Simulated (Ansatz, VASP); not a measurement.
# Two plane-wave programs on TaSi2

```
Ta Si
1.0
     4.68624    0.00000    0.00000
    -2.34312    4.05841    0.00000
     0.00000    0.00000    6.43588
Ta Si
3 6
Direct
  0.50000 0.00000 0.00000
  0.50000 0.50000 0.66667
  0.00000 0.50000 0.33333
  0.15897 0.31794 0.00000
  0.84103 0.15897 0.66667
  0.68206 0.84103 0.33333
  0.84103 0.68206 0.00000
  0.15897 0.84103 0.66667
  0.31794 0.15897 0.33333
```

Change from the starting cell: volume scaled by 0.94, ions relaxed.

Alike in both runs: functional PBE; k mesh 11 × 11 × 7; occupations fermi-dirac, width 0.05 eV; no spin polarisation.

Ansatz relaxed the structure, and its values are those at the end. VASP's run is a single point on that final structure, the one shown.

|  | VASP | Ansatz |
| --- | --- | --- |
| version | VASP 6.6.1 | Ansatz 0.2.0 |
| potentials or method | VASP PAW PBE potentials, release 64 (Ta_pv, Si) | plane-wave PAW, scalar-relativistic |
| plane-wave cutoff (eV) | 520 | 420 |
| valence electrons in the cell | 57 | 63 |

VASP gave:

| Property | Result |
| --- | --- |
| pressure (GPa) | 16.5 |

What did Ansatz give for the same quantities?

Pressure (GPa): 16.4.

VASP's potentials hold 57 valence electrons a cell and Ansatz's 63, so a difference there can come from the potentials and not from the codes. Ansatz's warnings: stress scf threshold loose.

Spin-orbit coupling is off throughout.
